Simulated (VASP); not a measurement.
Zn5CdSe6, 12 atoms in the cell. Symmetry: P-4m2, No. 115, tetragonal system. Conventional cell: a = 4.097 Å, b = 4.097 Å, c = 17.517 Å, α = 90.00°, β = 90.00°, γ = 90.00°. Within 3.3 Å of Zn (site symmetry 2mm) lie 4 Se at 2.49 Å. Zn (site symmetry -4m2) has 4 Se at 2.49 Å within 3.3 Å. Zn (site symmetry 2mm) has 4 Se at 2.48 to 2.49 Å within 3.3 Å. Cd (site symmetry -4m2) has 4 Se at 2.65 Å within 3.5 Å. Within 3.3 Å of Se (site symmetry 2mm) lie 4 Zn at 2.49 Å. Se (site symmetry 2mm) has 4 Zn at 2.49 Å within 3.3 Å. Within 3.3 Å of Se (site symmetry 2mm) lie 2 Zn at 2.48 Å and 2 Cd at 2.65 Å. 

- Program: VASP 6.6.1
- Task: single point
- Functional: PBE
- Potentials or basis: VASP PAW PBE potentials, release 64 (Zn, Cd, Se)
- Cutoff: 520 eV
- k mesh: 8 × 8 × 2
- Occupations: gaussian, width 0.02 eV
- Spin: no spin polarisation
- Dipole correction: no
- Further INCAR settings: ALGO = Normal; EDIFF = 1e-06; NBANDS = 66

Potentials or basis: VASP PAW PBE potentials, release 64 (Zn, Cd, Se).

The run is started by

```bash
$ cat potpaw_PBE.64/Zn/POTCAR potpaw_PBE.64/Cd/POTCAR potpaw_PBE.64/Se/POTCAR > POTCAR
$ mpirun -np 1 vasp_std > vasp.out
```

Hardware: 1 thread of Intel Xeon 8259CL, with other jobs on the host.

Question: Estimate the wall time of this run.

Answer: It took 21 min on 1 thread of Intel Xeon 8259CL, on a shared host, peak memory 0.64 GiB. Counts: scf iterations 16, k points 30.
